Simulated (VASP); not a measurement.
A run of VASP 6.6.1 is set up as follows.

File POSCAR:

```
SnSe2
1.0
    6.6299751351      0.0000000000      0.0000000000
    0.0000000000      6.6299751351      0.0000000000
    0.0000000000      0.0000000000      4.0317477745
Sn Se
2 4
Direct
    0.0000000000      0.0000000000      0.0000000000
    0.5000000000      0.5000000000      0.5000000000
    0.3072983795      0.3072983795      0.0000000000
    0.1927016205      0.8072983795      0.5000000000
    0.8072983795      0.1927016205      0.5000000000
    0.6927016205      0.6927016205      0.0000000000
```

INCAR.step1

```
ALGO     = Normal         # electronic algorithm
EDIFF    = 1E-4           # SCF threshold, eV
ENCUT    = 520            # plane-wave cutoff, eV
GGA      = PE             # functional
ISMEAR   = -1             # smearing method
LASPH    = T              # aspherical terms in the spheres
LCHARG   = F              # write CHGCAR
LREAL    = F              # projectors in reciprocal space
LWAVE    = T              # write WAVECAR
NBANDS   = 35             # bands
NELM     = 80             # most SCF steps
PREC     = Accurate       # precision mode
SIGMA    = 0.02           # smearing width, eV
```

File INCAR.step2:

```
ALGO     = Normal         # electronic algorithm
EDIFF    = 1E-6           # SCF threshold, eV
ENCUT    = 520            # plane-wave cutoff, eV
ISIF     = 2              # what is computed and relaxed
ISMEAR   = -1             # smearing method
ISTART   = 1            
LASPH    = T              # aspherical terms in the spheres
LCHARG   = F              # write CHGCAR
LMIXTAU  = T            
LREAL    = F              # projectors in reciprocal space
LWAVE    = F              # write WAVECAR
METAGGA  = R2SCAN         # meta-GGA
NBANDS   = 35             # bands
NELM     = 80             # most SCF steps
PREC     = Accurate       # precision mode
SIGMA    = 0.02           # smearing width, eV
```

The input KPOINTS:

```
k-points
0
Gamma
  4 4 6
```

Potentials or basis: VASP PAW PBE potentials, release 64 (Sn_d, Se).

The run is started by

```bash
$ cat potpaw_PBE.64/Sn_d/POTCAR potpaw_PBE.64/Se/POTCAR > POTCAR
$ cp INCAR.step1 INCAR
$ mpirun -np 1 vasp_std > vasp.out
$ cp INCAR.step2 INCAR
$ mpirun -np 1 vasp_std > vasp.out
```

**Question.** Predict the pressure.

**Answer.** -3.0 GPa.

**Question.** What does it give for the band gap on the k mesh?

**Answer.** 0.01 eV (least direct gap 0.03 eV).

**Question.** Estimate the largest force.

**Answer.** 0.208 eV/Å.

Stress tensor (GPa, compression positive):
```
-2.68  0.00  0.00
 0.00 -2.68  0.00
 0.00  0.00 -3.63
```

Caveat: the smearing spreads over this small gap; the structure was generated, so it needn't be the stable form of SnSe2; semilocal functionals underestimate gaps, and a narrow one can read as zero; the PAW data sets were made with another functional, which shifts forces and pressure a little; spin-orbit coupling is left out, which moves the levels of the heavy elements. A k mesh can miss the band edges.
